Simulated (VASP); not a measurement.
The system is Al.

```xyz
2
Lattice="2.8125 0.0000 0.0000 -1.4062 2.4357 0.0000 0.0000 0.0000 4.8669" Properties=species:S:1:pos:R:3 pbc="T T T"
Al    1.4062    0.8119    3.6501
Al    0.0000    1.6238    1.2167
```

This isn't the form of Al at room conditions, which is fcc.

- Program: VASP 6.6.1
- Task: relaxation of cell and atoms
- Functional: PBEsol
- Dispersion: D3(BJ)
- Potentials or basis: VASP PAW PBE potentials, release 64 (Al)
- Cutoff: 600 eV
- k mesh: 18 × 18 × 10
- Occupations: gaussian, width 0.1 eV
- Spin: no spin polarisation

At the start: pressure -4.4 GPa; volume 16.67 Å³/atom.

Task: Where does the relaxation end?

Result: Over 12 steps the energy falls by 17.1 meV/atom and the volume is 15.68 Å³/atom (-5.9 %); space group P6_3/mmc (No. 194, to 0.1 Å) before and after.

The path:
| step | energy change (eV) | largest force (eV/Å) | pressure (GPa) | volume (Å³) |
| --- | --- | --- | --- | --- |
| 1 | 0.0000 | 0.0000 | -4.41 | 33.34 |
| 2 | -0.0306 | 0.0000 | 0.72 | 31.17 |
| 3 | -0.0309 | 0.0000 | 0.27 | 31.33 |
| 4 | -0.0333 | 0.0000 | 0.17 | 31.32 |
| 5 | -0.0339 | 0.0000 | 0.15 | 31.32 |
| 6 | -0.0341 | 0.0000 | 0.18 | 31.30 |
| 7 | -0.0341 | 0.0000 | 0.17 | 31.30 |
| 8 | -0.0341 | 0.0000 | 0.15 | 31.31 |
| 9 | -0.0341 | 0.0000 | 0.17 | 31.30 |
| 10 | -0.0341 | 0.0000 | 0.16 | 31.31 |
| 11 | -0.0342 | 0.0000 | -0.08 | 31.39 |
| 12 | -0.0342 | 0.0000 | -0.01 | 31.36 |

Final structure:
```yaml
crystal:
  lattice:
    - [2.79046, 0.00000, 0.00000]
    - [-1.39523, 2.41661, 0.00000]
    - [0.00000, 0.00000, 4.65088]
  atoms:
    - { symbol: Al, position: [0.66667, 0.33333, 0.75000] }
    - { symbol: Al, position: [0.33333, 0.66667, 0.25000] }
```

Caveat: the PAW data sets were made with another functional, which shifts forces and pressure a little.
